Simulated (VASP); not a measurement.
# Mo in VASP: notebook

Mo is run at these levels: PBE; tasks: single point, relaxation of cell and atoms.

Everything below comes from runs of VASP 6.6.1. Logs are shortened: lines on timing, memory, paths and dates and some standing lists are left out, and cuts for length are marked.

## (1) The cell of the first run

Symmetry: I4/mmm, No. 139, tetragonal system. Conventional cell: a = 2.791 Å, b = 2.791 Å, c = 4.246 Å, α = 90.00°, β = 90.00°, γ = 90.00°. Within 3.7 Å of Mo (site symmetry 4/mmm) lie 12 Mo at 2.79 to 2.90 Å.

## (2) Single point, PBE

Contents of INCAR:

```
PREC = Accurate
ENCUT = 520
EDIFF = 1E-6
ISMEAR = 0
SIGMA = 0.1
LREAL = F
LASPH = T
NELM = 80
ALGO = Normal
ISIF = 2
LWAVE = F
LCHARG = F
GGA = PE
NBANDS = 13
```

Contents of KPOINTS:

```
regular mesh
0
Gamma
  8 8 8
```

Contents of POSCAR:

```
Mo
1.0
   -1.3954239134      1.3954239134      2.1229339179
    1.3954239134     -1.3954239134      2.1229339179
    1.3954239134      1.3954239134     -2.1229339179
Mo
1
Direct
    0.0000000000      0.0000000000      0.0000000000
```

Potentials or basis: VASP PAW PBE potentials, release 64 (Mo_sv).

The run is started by

```bash
> cat potpaw_PBE.64/Mo_sv/POTCAR > POTCAR
> mpirun -np 1 vasp_std > vasp.out
```

OUTCAR:

```text
PREC = Accurate
   ENCUT = 520
   EDIFF = 1E-6
   ISMEAR = 0
   LREAL = F
   LASPH = T
   NELM = 80
   ISIF = 2
   GGA = PE

 ion  position               nearest neighbor table
   1  0.000  0.000  0.000-

  LATTYP: Found a body centered tetragonal cell.
 ALAT       =     2.7908478268
 C/A-ratio  =     1.5213541186

  Lattice vectors:

 A1 = (  -1.3954239134,   1.3954239134,   2.1229339179)
 A2 = (   1.3954239134,  -1.3954239134,   2.1229339179)
 A3 = (   1.3954239134,   1.3954239134,  -2.1229339179)

Analysis of symmetry for initial positions (statically):
=====================================================================
 Subroutine PRICEL returns:
 Original cell was already a primitive cell.

 Routine SETGRP: Setting up the symmetry group for a
 body centered tetragonal supercell.

 Subroutine GETGRP returns: Found 16 space group operations
 (whereof 16 operations were pure point group operations)
 out of a pool of 16 trial point group operations.

The static configuration has the point symmetry D_4h.

Analysis of symmetry for dynamics (positions and initial velocities):
=====================================================================
 Subroutine PRICEL returns:
 Original cell was already a primitive cell.

 Routine SETGRP: Setting up the symmetry group for a
 body centered tetragonal supercell.

 Subroutine GETGRP returns: Found 16 space group operations
 (whereof 16 operations were pure point group operations)
 out of a pool of 16 trial point group operations.

The dynamic configuration has the point symmetry D_4h.

 Subroutine INISYM returns: Found 16 space group operations
 (whereof 16 operations are pure point group operations),
 and found     1 'primitive' translations

----------------------------------------------------------------------------------------

                                     Primitive cell

  volume of cell :      16.5352

  direct lattice vectors                    reciprocal lattice vectors
    -1.395423913  1.395423913  2.122933918     0.000000000  0.358314054  0.235523111
     1.395423913 -1.395423913  2.122933918     0.358314054  0.000000000  0.235523111
     1.395423913  1.395423913 -2.122933918     0.358314054  0.358314054  0.000000000

  length of vectors
     2.898493439  2.898493439  2.898493439     0.428789106  0.428789106  0.506732595

  position of ions in fractional coordinates (direct lattice)
     0.000000000  0.000000000  0.000000000
[... 77 lines left out ...]
   LREAL  =      F    real-space projection
   EDIFFG = 0.1E-04   stopping-criterion for IOM
   NSW    =      0    number of steps for IOM
   IBRION =     -1    ionic relax: 0-MD 1-quasi-New 2-CG
   NFREE  =      0    steps in history (QN), initial steepest desc. (CG)
   ISIF   =      2    stress and relaxation
   ISYM   =      2    0-nonsym 1-usesym 2-fastsym
   POTIM  = 0.5000    time-step for ionic-motion
   TEBEG  =    0.0;   TEEND  =   0.0 temperature during run
   PSTRESS=    0.0 pullay stress
   NELECT =      14.0000    total number of electrons
   NUPDOWN=      -1.0000    fix difference up-down
   EMIN   =  10.00;   EMAX   =-10.00  energy-range for DOS
   EFERMI =   0.00;   METHOD = LEGACY
   ISMEAR =     0;   SIGMA  =   0.10  broadening in eV -4-tet -1-fermi 0-gaus
   EFERMI_NEDOS =   21; number of points for ismear=-14 and -15
   IALGO  =     38    algorithm
   IMIX   =      4    mixing-type and parameters
     AMIX     =   0.40;   BMIX     =  1.00
     AMIX_MAG =   1.60;   BMIX_MAG =  1.00
  volume/ion in A,a.u.               =      16.54       111.58
  Fermi-wavevector in a.u.,A,eV,Ry     =   1.548750  2.926713 32.635285  2.398626
  Thomas-Fermi vector in A             =   2.653655
   LORBIT       =      0    0 simple, 1 ext, 2 COOP (PROOUT), +10 PAW based schemes
   GGA     = PE    functional components
   LHFCALC =     F    Hartree Fock is set to
   AEXX    =    0.0000 exact exchange contribution
   IVDW    =     0    specifies the selected vdW correction
   LEPSILON=     F    determine dielectric tensor
   LRPA    =     F    only Hartree local field effects (RPA)
 non-spin polarized calculation
 Gauss-broadening in eV      SIGMA  =   0.10
  energy-cutoff  :      520.00
  volume of cell :       16.54
 maximum number of plane-waves:       460
 NGX is ok and might be reduce to    24
   NGX = 11   NGY = 11   NGZ = 11

 number of electron      14.0000002 magnetization

 Free energy of the ion-electron system (eV)
  ---------------------------------------------------
  ext. energy  EPLUGINS =         0.00000000
  ---------------------------------------------------
  free energy    TOTEN  =       -10.52865654 eV

  energy without entropy =      -10.52106954  energy(sigma->0) =      -10.52486304

 E-fermi :  11.3788     XC(G=0): -13.0593

 val. band max:       11.3597800433   @ k =   0.2500   0.1250   0.0000
 cond. band min:      11.3999783994   @ k =  -0.1250   0.5000   0.1250
 fundamental gap:      0.0401983561
 Fermi energy:        11.3788040956

 k-point     1 :       0.0000    0.0000    0.0000
  band No.  band energies     occupation
      1     -49.4391      2.00000
      2     -22.8957      2.00000
      3     -22.8133      2.00000
      4     -22.8133      2.00000
      5       4.6732      2.00000
      6      10.0804      2.00000
      7      10.9591      2.00000
      8      10.9591      2.00000
      9      12.5283      0.00000
     10      13.7640      0.00000
     11      24.4690      0.00000
     12      28.0625      0.00000
     13      30.2820      0.00000
[... 354 lines left out ...]
  band No.  band energies     occupation
      1     -49.1972      2.00000
      2     -23.8715      2.00000
      3     -23.2951      2.00000
      4     -23.1467      2.00000
      5       8.0920      2.00000
      6       9.0062      2.00000
      7      10.7265      2.00000
      8      11.6402      0.00022
      9      14.9269      0.00000
     10      18.4218      0.00000
     11      21.3684      0.00000
     12      27.0211      0.00000
     13      27.9786      0.00000

 [... further k-points ...]
[... 5 lines left out ...]
  --------------------------------------------------------------------------------------
  -------------------------------------------------------------------------------------
  Total       -0.9821440     -0.9821440     -0.0616899      0.0000000     -0.0000000      0.0000000
  in kB      -95.1649367    -95.1649367     -5.9774533      0.0000000     -0.0000000      0.0000000
  external PRESSURE =     -65.4357756 kB  Pullay stress =       0.0000000 kB

 VOLUME and BASIS-vectors are now :
 -----------------------------------------------------------------------------
  energy-cutoff  :      520.00
  volume of cell :       16.54
      direct lattice vectors                 reciprocal lattice vectors
    -1.395423913  1.395423913  2.122933918     0.000000000  0.358314054  0.235523111
     1.395423913 -1.395423913  2.122933918     0.358314054  0.000000000  0.235523111
     1.395423913  1.395423913 -2.122933918     0.358314054  0.358314054  0.000000000

 POSITION                                       TOTAL-FORCE (eV/Angst)
 -----------------------------------------------------------------------------------
      0.00000      0.00000      0.00000        -0.000000      0.000000     -0.000000
 -----------------------------------------------------------------------------------
    total drift:                               -0.000000      0.000000      0.000000

  FREE ENERGIE OF THE ION-ELECTRON SYSTEM (eV)
  ---------------------------------------------------
  free  energy   TOTEN  =       -10.5286565436 eV

  energy  without entropy=      -10.5210695379  energy(sigma->0) =      -10.52486304
```

OSZICAR:

```text
N       E                     dE             d eps       ncg     rms          rms(c)
DAV:   1     0.918171030374E+02    0.91817E+02   -0.79288E+03  1547   0.109E+03
DAV:   2    -0.997080055331E+01   -0.10179E+03   -0.97972E+02  1739   0.308E+02
DAV:   3    -0.111825286379E+02   -0.12117E+01   -0.11997E+01  1724   0.330E+01
DAV:   4    -0.111854720785E+02   -0.29434E-02   -0.29431E-02  1684   0.195E+00
DAV:   5    -0.111854897431E+02   -0.17665E-04   -0.17663E-04  1779   0.140E-01    0.125E+01
DAV:   6    -0.106029083474E+02    0.58258E+00   -0.76456E-01  1564   0.104E+01    0.318E+00
DAV:   7    -0.105321321484E+02    0.70776E-01   -0.14026E-01  1749   0.413E+00    0.877E-01
DAV:   8    -0.105287617422E+02    0.33704E-02   -0.48652E-03  1569   0.882E-01    0.174E-01
DAV:   9    -0.105286453189E+02    0.11642E-03   -0.27838E-04  1699   0.198E-01    0.524E-02
DAV:  10    -0.105286561359E+02   -0.10817E-04   -0.20826E-05  1659   0.531E-02    0.730E-03
DAV:  11    -0.105286565436E+02   -0.40766E-06   -0.29228E-07   977   0.679E-03
   1 F= -.10528657E+02 E0= -.10524863E+02  d E =-.758701E-02
```

stdout:

```text
POSCAR found type information on POSCAR Mo
 POSCAR found :  1 types and       1 ions
 scaLAPACK will be used
 LDA part: xc-table for (Slater+PW92), standard interpolation
 POSCAR, INCAR and KPOINTS ok, starting setup
 FFT: planning ... GRIDC
 FFT: planning ... GRID_SOFT
 FFT: planning ... GRID
 WAVECAR not read
 entering main loop
```

Wall time 8.3 s (1 thread of Intel Xeon 6975P-C, shared host); peak memory 0.15 GiB.

What came out:

* Free energy: -10.5287 eV
* Pressure: -6.5 GPa
* Band gap on the k mesh: zero (band 7 reaches 14.99 eV, above the bottom of band 8 at 10.96 eV)

Caveat: the k points lie up to 0.40 Å⁻¹ apart.

## (3) Relaxation of cell and atoms, PBE

Contents of INCAR:

```
PREC = Accurate
ENCUT = 600
EDIFF = 1E-6
ISMEAR = 0
SIGMA = 0.1
LREAL = False
LASPH = True
NELM = 80
ALGO = Normal
ISIF = 3
LWAVE = False
LCHARG = False
GGA = PE
IBRION = 2
NSW = 90
EDIFFG = -0.04
```

Contents of KPOINTS:

```
Automatic mesh
0
Gamma
  8 8 8
```

POSCAR is that of step 2.

Potentials or basis: VASP PAW PBE potentials, release 64 (Mo_sv).

The run is started by

```bash
> cat potpaw_PBE.64/Mo_sv/POTCAR > POTCAR
> mpirun -np 1 vasp_std > vasp.out
```

OUTCAR:

```text
PREC = Accurate
   ENCUT = 600
   EDIFF = 1E-6
   ISMEAR = 0
   LREAL = False
   LASPH = True
   NELM = 80
   ISIF = 3
   GGA = PE
   IBRION = 2
   NSW = 90
   EDIFFG = -0.04

 ion  position               nearest neighbor table
   1  0.000  0.000  0.000-

  LATTYP: Found a body centered tetragonal cell.
 ALAT       =     2.7908478268
 C/A-ratio  =     1.5213541186

  Lattice vectors:

 A1 = (  -1.3954239134,   1.3954239134,   2.1229339179)
 A2 = (   1.3954239134,  -1.3954239134,   2.1229339179)
 A3 = (   1.3954239134,   1.3954239134,  -2.1229339179)

Analysis of symmetry for initial positions (statically):
=====================================================================
 Subroutine PRICEL returns:
 Original cell was already a primitive cell.

 Routine SETGRP: Setting up the symmetry group for a
 body centered tetragonal supercell.

 Subroutine GETGRP returns: Found 16 space group operations
 (whereof 16 operations were pure point group operations)
 out of a pool of 16 trial point group operations.

The static configuration has the point symmetry D_4h.

Analysis of symmetry for dynamics (positions and initial velocities):
=====================================================================
 Subroutine PRICEL returns:
[... 262 lines left out ...]

 number of electron      13.9999999 magnetization

------------------------ aborting loop because EDIFF is reached ----------------------------------------
[... 65 lines left out ...]
--------------------------------------- Ionic step       15  -------------------------------------------

 number of electron      13.9999999 magnetization

 Free energy of the ion-electron system (eV)
  ---------------------------------------------------
  ext. energy  EPLUGINS =         0.00000000
  ---------------------------------------------------
  free energy    TOTEN  =       -10.57130056 eV

  energy without entropy =      -10.56727289  energy(sigma->0) =      -10.56928673

 E-fermi :  12.0396     XC(G=0): -13.1727

 val. band max:       12.0303062093   @ k =  -0.1250   0.5000   0.1250
 cond. band min:      12.0698424575   @ k =  -0.1250   0.1250   0.0000
 fundamental gap:      0.0395362483
 Fermi energy:        12.0395762200

 k-point     1 :       0.0000    0.0000    0.0000
  band No.  band energies     occupation
      1     -49.2355      2.00000
      2     -22.7297      2.00000
      3     -22.4667      2.00000
      4     -22.4667      2.00000
      5       4.9350      2.00000
      6       9.2769      2.00000
      7      11.3905      2.00000
      8      12.0167      1.25331
      9      12.0167      1.25331
     10      15.0903      0.00000
     11      25.3266      0.00000
[... 309 lines left out ...]
 k-point    24 :       0.3750    0.1250    0.1250
  band No.  band energies     occupation
      1     -48.9217      2.00000
      2     -23.7744      2.00000
      3     -23.0574      2.00000
      4     -22.9354      2.00000
      5       8.2147      2.00000
      6       8.9807      2.00000
      7      11.1940      2.00000
      8      11.9368      1.85379
      9      15.2836      0.00000
     10      18.8690      0.00000
     11      22.4433      0.00000

 [... further k-points ...]
[... 5 lines left out ...]
  --------------------------------------------------------------------------------------
  -------------------------------------------------------------------------------------
  Total       -0.0053519     -0.0053519     -0.0025211      0.0000000     -0.0000000      0.0000000
  in kB       -0.5291567     -0.5291567     -0.2492734      0.0000000     -0.0000000      0.0000000
  external PRESSURE =      -0.4358622 kB  Pullay stress =       0.0000000 kB
[... 16 lines left out ...]
  FREE ENERGIE OF THE ION-ELECTRON SYSTEM (eV)
  ---------------------------------------------------
  free  energy   TOTEN  =       -10.5713005622 eV

  energy  without entropy=      -10.5672728916  energy(sigma->0) =      -10.56928673

 reached required accuracy - stopping structural energy minimisation
```

It took 70 s on 1 thread of Intel Xeon 6975P-C, shared host; peak memory 0.16 GiB.

Results:

```yaml
Free_energy: -10.5713 eV
Relaxed_volume: 16.20 Å³/atom
Relaxed_cell: a = 2.971 Å, b = 2.971 Å, c = 2.971 Å, α = 126.97°, β = 126.97°, γ = 78.30°
Space_group_after_relaxing_to_0.05_Å: I4/mmm (No. 139)
Energy_gained_by_relaxing: 42.7 meV/atom
Ionic_steps: 15
Pressure_after_relaxing: 0.0 GPa
Band_gap_on_the_k_mesh: zero (band 7 reaches 14.43 eV, above the bottom of band 8 at 11.72 eV)
```

The path:
```
step  energy change (eV)  largest force (eV/Å)  pressure (GPa)  volume (Å³)
   1              0.0000                0.0000           -6.62        16.54
   2              0.0380                0.0000           20.02        14.94
   3             -0.0182                0.0000            1.76        15.94
   4             -0.0302                0.0000            0.57        16.05
   5             -0.0353                0.0000           -0.27        16.19
   6             -0.0118                0.0000           -1.77        16.41
   7             -0.0391                0.0000           -0.64        16.23
   8             -0.0388                0.0000           -1.54        16.33
   9             -0.0422                0.0000           -1.10        16.27
  10             -0.0424                0.0000           -1.24        16.29
  11             -0.0424                0.0000           -1.22        16.28
  12             -0.0372                0.0000            4.20        15.95
  13             -0.0427                0.0000           -0.21        16.22
  14             -0.0427                0.0000            0.23        16.19
  15             -0.0427                0.0000           -0.04        16.20
```

Final structure:
```
CELL_PARAMETERS angstrom
-1.32609 1.32609 2.30370
1.32609 -1.32609 2.30370
1.32609 1.32609 -2.30370
ATOMIC_POSITIONS crystal
Mo 0.00000 0.00000 0.00000
```

Levels at points of the mesh, in eV from the Fermi level:
```csv
k point,band 3,band 4,band 5,band 6,band 7,band 8,band 9,band 10,band 11
"(0.00, 0.00, 0.00)",-34.51,-34.51,-7.10,-2.76,-0.65,-0.02,-0.02,3.05,13.29
"(0.50, 0.00, 0.00)",-34.98,-34.50,-5.02,-2.42,-0.04,1.21,2.99,3.76,10.80
"(0.50, 0.50, 0.00)",-35.47,-34.98,-5.43,-4.48,2.39,2.83,4.95,5.49,9.87
"(0.50, 0.50, 0.50)",-34.72,-34.72,-5.19,-4.55,1.13,3.80,3.80,3.85,10.42
```

Caveat: the k points lie up to 0.42 Å⁻¹ apart in the final cell.

## (4) Single point, PBE

This run uses another cell than the first one, of 16.71 Å³/atom, 1.010 times its volume.

Contents of INCAR:

```
PREC = Accurate
ENCUT = 500
EDIFF = 1E-6
ISMEAR = 0
SIGMA = 0.1
LREAL = False
LASPH = True
NELM = 120
ALGO = Normal
ISIF = 2
LWAVE = False
LCHARG = False
GGA = PE
NBANDS = 13
GGA_COMPAT = False
```

KPOINTS is that of step 3.

Contents of POSCAR:

```
Mo
1.0
    0.0000000000      2.0290116138      2.0290116138
    2.0290116138      0.0000000000      2.0290116138
    2.0290116138      2.0290116138      0.0000000000
Mo
1
Direct
    0.0000000000      0.0000000000      0.0000000000
```

The run is started by

```bash
> cat potpaw_PBE.64/Mo_sv/POTCAR > POTCAR
> mpirun -np 1 vasp_std > vasp.out
```

Run time: 4.5 s. Hardware: 1 thread of Intel Xeon Platinum 8559C (Emerald Rapids), shared host; peak memory 0.13 GiB.

It converged, with:

| Property | Result |
| --- | --- |
| Free energy | -10.4852 eV |
| Pressure | -8.5 GPa |
| Band gap on the k mesh | zero (band 7 reaches 14.91 eV, above the bottom of band 8 at 10.50 eV) |

Levels at points of the mesh, in eV from the Fermi level:
```csv
k point,band 3,band 4,band 5,band 6,band 7,band 8,band 9,band 10,band 11,band 12
"(0.00, 0.00, 0.00)",-34.13,-34.13,-6.58,-0.63,-0.63,-0.63,1.89,1.89,13.10,18.15
"(0.50, 0.00, 0.00)",-34.28,-34.28,-4.37,-0.79,-0.79,1.45,3.82,3.82,10.52,12.77
"(0.50, 0.50, 0.00)",-34.54,-34.54,-4.65,-4.00,3.78,3.82,4.37,4.37,12.17,12.17
```

## (5) Single point, PBE

This run uses another cell than the first one, of 16.03 Å³/atom, 0.969 times its volume.

INCAR is that of step 4.

Contents of KPOINTS:

```
regular mesh
0
Gamma
  8 8 8
```

Contents of POSCAR:

```
Mo
1.0
    0.0000000000      2.0012499922      2.0012499922
    2.0012499922      0.0000000000      2.0012499922
    2.0012499922      2.0012499922      0.0000000000
Mo
1
Direct
    0.0000000000      0.0000000000      0.0000000000
```

The run is started by

```bash
> cat potpaw_PBE.64/Mo_sv/POTCAR > POTCAR
> mpirun -np 1 vasp_std > vasp.out
```

Wall time 3.6 s (1 thread of Intel Xeon Platinum 8559C (Emerald Rapids), shared host); peak memory 0.13 GiB.

It converged, with:

```yaml
Free_energy: -10.5027 eV
Pressure: 0.4 GPa
Band_gap_on_the_k_mesh: zero (band 7 reaches 15.77 eV, above the bottom of band 8 at 11.07 eV)
```

Levels at points of the mesh, in eV from the Fermi level:
| k point | band 4 | band 5 | band 6 | band 7 | band 8 | band 9 | band 10 | band 11 |
| --- | --- | --- | --- | --- | --- | --- | --- | --- |
| (0.00, 0.00, 0.00) | -34.02 | -6.71 | -0.68 | -0.68 | -0.68 | 1.99 | 1.99 | 13.13 |
| (0.50, 0.00, 0.00) | -34.19 | -4.57 | -0.86 | -0.86 | 1.58 | 4.05 | 4.05 | 11.12 |
| (0.50, 0.50, 0.00) | -34.49 | -4.92 | -4.24 | 4.01 | 4.05 | 4.64 | 4.64 | 12.50 |

(Part 1 of 2 ends here.)
